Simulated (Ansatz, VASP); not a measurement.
ZrH3 in VASP and in Ansatz

POSCAR

```
ZrH3
1.0
    3.1260380000      0.0000000000      0.0000000000
    0.0000000000      3.1260380000      0.0000000000
    0.0000000000      0.0000000000      3.1260380000
Zr H
1 3
Direct
    0.0000000000      0.0000000000      0.0000000000
    0.0000000000      0.5000000000      0.5000000000
    0.5000000000      0.0000000000      0.5000000000
    0.5000000000      0.5000000000      0.0000000000
```

The input INCAR.step1:

```
SYSTEM = ZrH3
ALGO = Normal
EDIFF = 1E-4
ENCUT = 600
GGA = PE
ISMEAR = 0
LASPH = .TRUE.
LCHARG = .FALSE.
LREAL = .FALSE.
LWAVE = .TRUE.
NELM = 60
PREC = Accurate
SIGMA = 0.1
```

The input INCAR.step2:

```
SYSTEM = ZrH3
ALGO = Normal
EDIFF = 1E-6
EDIFFG = -0.005
ENCUT = 600
IBRION = 2
ISIF = 3
ISMEAR = 0
ISTART = 1
LASPH = .TRUE.
LCHARG = .FALSE.
LMIXTAU = .TRUE.
LREAL = .FALSE.
LWAVE = .FALSE.
METAGGA = R2SCAN
NELM = 60
NSW = 100
PREC = Accurate
SIGMA = 0.1
```

File KPOINTS:

```
k-points
0
G
  14 14 14
  0 0 0
```

Input for Ansatz:

```yaml
crystal:
  lattice:
    - [3.126038, 0.0, 0.0]
    - [0.0, 3.126038, 0.0]
    - [0.0, 0.0, 3.126038]
  atoms:
    - { symbol: Zr, position: [0.0, 0.0, 0.0] }
    - { symbol: H, position: [0.0, 0.5, 0.5] }
    - { symbol: H, position: [0.5, 0.0, 0.5] }
    - { symbol: H, position: [0.5, 0.5, 0.0] }
basis:
  ecutwfc: 500
kpoints:
  mp_grid: { grid: [14, 14, 14] }
hamiltonian:
  xc: r2scan
scf:
  occupations: { method: gaussian, width: 0.1 }
output:
  forces: true
  stress: true
  eigenvalues: true
relax:
  adjacent_minimum: "off"
  f_tol: 0.005
  max_steps: 80
  cell: { stress_tol: 0.05 }
```

Alike in both runs: task relaxation of cell and atoms; functional r2SCAN; k mesh 14 × 14 × 14; occupations gaussian, width 0.1 eV; no spin polarisation.

|  | VASP | Ansatz |
| --- | --- | --- |
| version | VASP 6.6.1 | Ansatz 0.2.0 |
| potentials or method | VASP PAW PBE potentials, release 64 (Zr_sv, H), cutoff 600 eV | scalar-relativistic, plane waves, PAW |
| valence electrons in the cell | 15 | 15 |

```csv
,VASP,Ansatz,Ansatz less VASP
"gap on the k mesh at the Fermi level, each at its own relaxed structure (eV)",none,none,-
relaxed volume (Å³/atom),7.54,7.54,0.000
relaxed length of the cell vector where the two differ most in proportion (Å),3.112,3.112,-0.0001
```

VASP's potentials were made for PBE, not for r2SCAN. A gap of «none» marks a metal or a gap that the smearing closes.
